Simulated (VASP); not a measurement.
# CoSi2 (P3m1) in VASP: a series of runs

Runs on CoSi2. Level: PBEsol. Tasks: single point.

Program: VASP 6.6.1. These are calculated values, not measurements. Logs are shortened: lines on timing, memory, paths and dates and some standing lists are left out, and cuts for length are marked.

### Step 1. The cell of the first run

It takes space group P3m1 (No. 156, trigonal). Conventional cell: a = 3.757 Å, b = 3.757 Å, c = 8.902 Å, α = 90.00°, β = 90.00°, γ = 120.00°. Within 2.7 Å of Co (site symmetry 3m) lie 8 Si at 2.00 to 2.30 Å. Within 3.0 Å of Co (site symmetry 3m) lie 8 Si at 2.30 Å. Within 3.0 Å of Co (site symmetry 3m) lie 8 Si at 2.30 Å. Within 3.0 Å of Si (site symmetry 3m) lie 4 Co at 2.30 Å and 6 Si at 2.66 Å. Si (site symmetry 3m) has 4 Co at 2.00 to 2.30 Å and 6 Si at 2.66 Å within 2.7 Å. Within 3.0 Å of Si (site symmetry 3m) lie 4 Co at 2.30 Å and 6 Si at 2.50 to 2.66 Å. Si (site symmetry 3m) has 4 Co at 2.22 to 2.30 Å and 6 Si at 2.50 to 2.66 Å within 2.9 Å. Within 3.0 Å of Si (site symmetry 3m) lie 4 Co at 2.30 Å and 6 Si at 2.66 Å.

### Step 2. Single point, PBEsol (the distance across one plane changed)

INCAR

```
SYSTEM = CoSi2
  ALGO = Normal
  EDIFF = 1E-6
  ENCUT = 520
  GGA = PS
  ISIF = 2
  ISMEAR = 0
  LASPH = .True.
  LCHARG = .False.
  LREAL = .False.
  LWAVE = .False.
  NBANDS = 36
  NELM = 80
  PREC = Accurate
  SIGMA = 0.15
```

KPOINTS

```
k-points
0
Gamma
  14 14 5
  0 0 0
```

POSCAR

```
CoSi2
1.0
    2.6562539695     -2.6562539695      0.0000000000
    2.6562539695      0.0000000000     -2.6562539695
    5.1393028581      5.1393028581      5.1393028581
Co Si
3 6
Direct
    1.0000000000      0.0000000000      0.9906483669
    0.3333333333      0.3333333333      0.6460810143
    0.6666666667      0.6666666667      0.3015136618
    0.6666666667      0.6666666667      0.5599391762
    1.0000000000      0.0000000000      0.2153718237
    0.3333333333      0.3333333333      0.9045065287
    0.6666666667      0.6666666667      0.0430881474
    1.0000000000      1.0000000000      0.7322228525
    0.3333333333      0.3333333333      0.3876555000
```

Potentials or basis: VASP PAW PBE potentials, release 64 (Co, Si).

On the command line:

```console
$ cat potpaw_PBE.64/Co/POTCAR potpaw_PBE.64/Si/POTCAR > POTCAR
$ mpirun -np 1 vasp_std > vasp.out
```

OUTCAR:

```text
SYSTEM = CoSi2
   EDIFF = 1E-6
   ENCUT = 520
   GGA = PS
   ISIF = 2
   ISMEAR = 0
   LASPH = .True.
   LREAL = .False.
   NELM = 80
   PREC = Accurate

 ion  position               nearest neighbor table
   1  0.000  0.000  0.991-   5 2.00   7 2.22   7 2.22   7 2.22   6 2.30   8 2.30   6 2.30   6 2.30

   2  0.333  0.333  0.646-   9 2.30   4 2.30   4 2.30   8 2.30   6 2.30   8 2.30   8 2.30   4 2.30

   3  0.667  0.667  0.302-   5 2.30   9 2.30   9 2.30   5 2.30   5 2.30   4 2.30   7 2.30   9 2.30

   4  0.667  0.667  0.560-   2 2.30   2 2.30   3 2.30   2 2.30   9 2.66   9 2.66   8 2.66   9 2.66
                             8 2.66   8 2.66
   5  0.000  0.000  0.215-   1 2.00   3 2.30   3 2.30   3 2.30   9 2.66   7 2.66   9 2.66   9 2.66
                             7 2.66   7 2.66
   6  0.333  0.333  0.905-   1 2.30   2 2.30   1 2.30   1 2.30   7 2.50   7 2.50   7 2.50   8 2.66
                             8 2.66   8 2.66
   7  0.667  0.667  0.043-   1 2.22   1 2.22   1 2.22   3 2.30   6 2.50   6 2.50   6 2.50   5 2.66
                             5 2.66   5 2.66
   8  0.000  0.000  0.732-   2 2.30   1 2.30   2 2.30   2 2.30   6 2.66   6 2.66   6 2.66   4 2.66
                             4 2.66   4 2.66
   9  0.333  0.333  0.388-   2 2.30   3 2.30   3 2.30   3 2.30   4 2.66   4 2.66   5 2.66   4 2.66
                             5 2.66   5 2.66

  LATTYP: Found a hexagonal cell.
 ALAT       =     3.7565103888
 C/A-ratio  =     2.3696283903

  Lattice vectors:

 A1 = (  -2.6562539695,   0.0000000000,   2.6562539695)
 A2 = (   2.6562539695,  -2.6562539695,   0.0000000000)
 A3 = (   5.1393028581,   5.1393028581,   5.1393028581)

Analysis of symmetry for initial positions (statically):
=====================================================================
 Subroutine PRICEL returns:
 Original cell was already a primitive cell.

 Routine SETGRP: Setting up the symmetry group for a
 hexagonal supercell.

 Subroutine GETGRP returns: Found  6 space group operations
 (whereof  6 operations were pure point group operations)
 out of a pool of 24 trial point group operations.

The static configuration has the point symmetry C_3v.

Analysis of symmetry for dynamics (positions and initial velocities):
=====================================================================
 Subroutine PRICEL returns:
 Original cell was already a primitive cell.

 Routine SETGRP: Setting up the symmetry group for a
 hexagonal supercell.

 Subroutine GETGRP returns: Found  6 space group operations
[... 111 lines left out ...]
   ISPIN  =      1    spin polarized calculation?
   LNONCOLLINEAR =      F non collinear calculations
   LSORBIT =      F    spin-orbit coupling
   LASPH  =      T    aspherical Exc in radial PAW
   ENCUT  =  520.0 eV  38.22 Ry    6.18 a.u.   6.98  6.98 16.55*2*pi/ulx,y,z
   NELM   =     80;   NELMIN=  2; NELMDL= -5     # of ELM steps
   EDIFF  = 0.1E-05   stopping-criterion for ELM
   LREAL  =      F    real-space projection
[... 7 lines left out ...]
   TEBEG  =    0.0;   TEEND  =   0.0 temperature during run
   PSTRESS=    0.0 pullay stress
   NELECT =      51.0000    total number of electrons
   NUPDOWN=      -1.0000    fix difference up-down
   EMIN   =  10.00;   EMAX   =-10.00  energy-range for DOS
   EFERMI =   0.00;   METHOD = LEGACY
   ISMEAR =     0;   SIGMA  =   0.15  broadening in eV -4-tet -1-fermi 0-gaus
   EFERMI_NEDOS =   21; number of points for ismear=-14 and -15
   IALGO  =     38    algorithm
   IMIX   =      4    mixing-type and parameters
     AMIX     =   0.40;   BMIX     =  1.00
     AMIX_MAG =   1.60;   BMIX_MAG =  1.00
  volume/ion in A,a.u.               =      12.09        81.57
  Fermi-wavevector in a.u.,A,eV,Ry     =   1.271774  2.403305 22.006193  1.617410
  Thomas-Fermi vector in A             =   2.404689
   LORBIT       =      0    0 simple, 1 ext, 2 COOP (PROOUT), +10 PAW based schemes
   GGA     = PS    functional components
   LHFCALC =     F    Hartree Fock is set to
   AEXX    =    0.0000 exact exchange contribution
   IVDW    =     0    specifies the selected vdW correction
   LEPSILON=     F    determine dielectric tensor
   LRPA    =     F    only Hartree local field effects (RPA)
 non-spin polarized calculation
 Gauss-broadening in eV      SIGMA  =   0.15
  energy-cutoff  :      520.00
  volume of cell :      108.78
 maximum number of plane-waves:      2951
   NGX = 13   NGY = 13   NGZ = 33

 number of electron      51.0000000 magnetization

 Free energy of the ion-electron system (eV)
  ---------------------------------------------------
  ext. energy  EPLUGINS =         0.00000000
  ---------------------------------------------------
  free energy    TOTEN  =       -62.24356587 eV

  energy without entropy =      -62.20878720  energy(sigma->0) =      -62.22617654

 E-fermi :  10.8227     XC(G=0): -12.1193

 val. band max:       10.8115298699   @ k =   0.2143   0.2143   0.2000
 cond. band min:      10.8254392447   @ k =   0.3571   0.3571   0.2000
 fundamental gap:      0.0139093749
 Fermi energy:        10.8226560410

 k-point     1 :       0.0000    0.0000    0.0000
  band No.  band energies     occupation
      1      -2.8708      2.00000
      2      -1.1055      2.00000
      3      -0.8120      2.00000
      4       3.5129      2.00000
      5       3.7451      2.00000
      6       6.1203      2.00000
[... 925 lines left out ...]
     35      17.4583      0.00000
     36      17.5834      0.00000

 [... further k-points ...]
[... 5 lines left out ...]
  --------------------------------------------------------------------------------------
  -------------------------------------------------------------------------------------
  Total        5.9666460      5.9666460      5.9666460      2.6649256      2.6649256      2.6649256
  in kB       87.8771974     87.8771974     87.8771974     39.2492187     39.2492187     39.2492187
  external PRESSURE =      87.8771974 kB  Pullay stress =       0.0000000 kB

 VOLUME and BASIS-vectors are now :
 -----------------------------------------------------------------------------
  energy-cutoff  :      520.00
  volume of cell :      108.78
      direct lattice vectors                 reciprocal lattice vectors
     2.656253969 -2.656253969  0.000000000     0.125490009 -0.250980017  0.125490009
     2.656253969  0.000000000 -2.656253969     0.125490009  0.125490009 -0.250980017
     5.139302858  5.139302858  5.139302858     0.064859640  0.064859640  0.064859640

 POSITION                                       TOTAL-FORCE (eV/Angst)
 -----------------------------------------------------------------------------------
      5.09124      5.09124      5.09124        -2.442595     -2.442595     -2.442595
      5.09124      2.43499      2.43499         0.087136      0.087136      0.087136
      5.09124     -0.22127     -0.22127         0.280325      0.280325      0.280325
      6.41937      1.10686      1.10686        -0.028174     -0.028174     -0.028174
      1.10686      1.10686      1.10686         2.064187      2.064187      2.064187
      6.41937      3.76311      3.76311        -0.486874     -0.486874     -0.486874
      3.76311     -1.54939     -1.54939         0.853285      0.853285      0.853285
      3.76311      3.76311      3.76311        -0.319680     -0.319680     -0.319680
      3.76311      1.10686      1.10686        -0.007610     -0.007610     -0.007610
 -----------------------------------------------------------------------------------
    total drift:                                0.000440      0.000439      0.000439

  FREE ENERGIE OF THE ION-ELECTRON SYSTEM (eV)
  ---------------------------------------------------
  free  energy   TOTEN  =       -62.2435658745 eV

  energy  without entropy=      -62.2087871991  energy(sigma->0) =      -62.22617654
```

OSZICAR:

```text
N       E                     dE             d eps       ncg     rms          rms(c)
DAV:   1     0.329067080602E+03    0.32907E+03   -0.20574E+04  7488   0.144E+03
DAV:   2    -0.375158525157E+02   -0.36658E+03   -0.34878E+03  7504   0.334E+02
DAV:   3    -0.659217633057E+02   -0.28406E+02   -0.27037E+02  8912   0.108E+02
[... 11 lines left out ...]
DAV:  15    -0.622437545158E+02    0.59366E-04   -0.43746E-04  9392   0.159E-01    0.184E-01
DAV:  16    -0.622436996819E+02    0.54834E-04   -0.33669E-05 11696   0.564E-02    0.161E-01
DAV:  17    -0.622435645277E+02    0.13515E-03   -0.26390E-04 11780   0.267E-01    0.490E-02
DAV:  18    -0.622435656131E+02   -0.10854E-05   -0.10890E-04  9992   0.104E-01    0.257E-02
DAV:  19    -0.622435658745E+02   -0.26135E-06   -0.43735E-06  7640   0.177E-02
   1 F= -.62243566E+02 E0= -.62226177E+02  d E =-.347787E-01
```

It took 14 min on 1 thread of AMD EPYC 7R13, shared host; peak memory 0.44 GiB.

What came out:

- Free energy: -62.2436 eV
- Pressure: 8.8 GPa
- Largest force: 4.231 eV/Å
- Band gap on the k mesh: zero (an odd number of electrons rules out a gap without spin polarisation)

Forces on the atoms (eV/Å):
```
Co  -2.443 -2.443 -2.443
Co   0.087  0.087  0.087
Co   0.280  0.280  0.280
Si  -0.028 -0.028 -0.028
Si   2.064  2.064  2.064
Si  -0.487 -0.487 -0.487
Si   0.853  0.853  0.853
Si  -0.320 -0.320 -0.320
Si  -0.008 -0.008 -0.008
```

Levels at points of the mesh, in eV from the Fermi level:
```csv
k point,band 23,band 24,band 25,band 26,band 27,band 28,band 29,band 30
"(0.00, 0.00, 0.00)",0.54,0.54,1.27,2.20,2.77,3.09,3.09,3.26
"(0.50, 0.00, 0.00)",-1.49,-1.03,-0.72,-0.65,-0.37,1.62,1.97,2.41
```

Caveat: the cell differs from its parent crystal (the distance across one plane changed); the cell stands under pressure; the PAW data sets were made with another functional, which shifts forces and pressure a little; the run has no spin polarisation, though such a crystal can be magnetic.

### Step 3. Single point, PBEsol (the distance across one plane changed)

INCAR

```
SYSTEM = CoSi2
PREC = Accurate
ENCUT = 520
EDIFF = 1E-6
ISMEAR = 0
SIGMA = 0.15
LREAL = .FALSE.
LASPH = .TRUE.
NELM = 80
ALGO = Normal
ISIF = 2
LWAVE = .FALSE.
LCHARG = .FALSE.
GGA = PS
NBANDS = 36
```

KPOINTS

```
Automatic mesh
0
G
  14 14 5
  0 0 0
```

POSCAR

```
CoSi2
1.0
    2.6562539695     -2.6562539695      0.0000000000
    2.6562539695      0.0000000000     -2.6562539695
    5.6011830735      5.6011830735      5.6011830735
Co Si
3 6
Direct
    1.0000000000      0.0000000000      0.9089583248
    0.3333333333      0.3333333333      0.5928044058
    0.6666666667      0.6666666667      0.2766504868
    0.6666666667      0.6666666667      0.5137659260
    1.0000000000      0.0000000000      0.1976120071
    0.3333333333      0.3333333333      0.8299198450
    0.6666666667      0.6666666667      0.0395350476
    1.0000000000      1.0000000000      0.6718428855
    0.3333333333      0.3333333333      0.3556889666
```

Potentials or basis: VASP PAW PBE potentials, release 64 (Co, Si).

On the command line:

```console
$ cat potpaw_PBE.64/Co/POTCAR potpaw_PBE.64/Si/POTCAR > POTCAR
$ mpirun -np 1 vasp_std > vasp.out
```

It took 11 min on 1 thread of AMD EPYC 7R13, shared host; peak memory 0.46 GiB.

Results (log left out):

```yaml
Free_energy: -62.1119 eV
Pressure: -5.7 GPa
Largest_force: 1.823 eV/Å
Band_gap_on_the_k_mesh: zero (an odd number of electrons rules out a gap without spin polarisation)
```

Forces on the atoms (eV/Å):
```
Co   1.052  1.052  1.052
Co  -0.035 -0.035 -0.035
Co  -0.438 -0.438 -0.438
Si  -0.033 -0.033 -0.033
Si  -0.429 -0.429 -0.429
Si   0.212  0.212  0.212
Si  -0.716 -0.716 -0.716
Si   0.217  0.217  0.217
Si   0.170  0.170  0.170
```

Stress tensor (GPa, compression positive):
```
-5.74 -1.53 -1.53
-1.53 -5.74 -1.53
-1.53 -1.53 -5.74
```

Levels at points of the mesh, in eV from the Fermi level:
```csv
k point,band 23,band 24,band 25,band 26,band 27,band 28,band 29,band 30
"(0.00, 0.00, 0.00)",0.41,0.76,0.76,2.43,2.56,2.92,3.29,3.29
"(0.50, 0.00, 0.00)",-1.26,-0.98,-0.93,-0.66,-0.23,1.11,1.92,2.21
```

Caveat: the cell differs from its parent crystal (the distance across one plane changed); the cell stands under tension; the PAW data sets were made with another functional, which shifts forces and pressure a little; the run has no spin polarisation, though such a crystal can be magnetic.
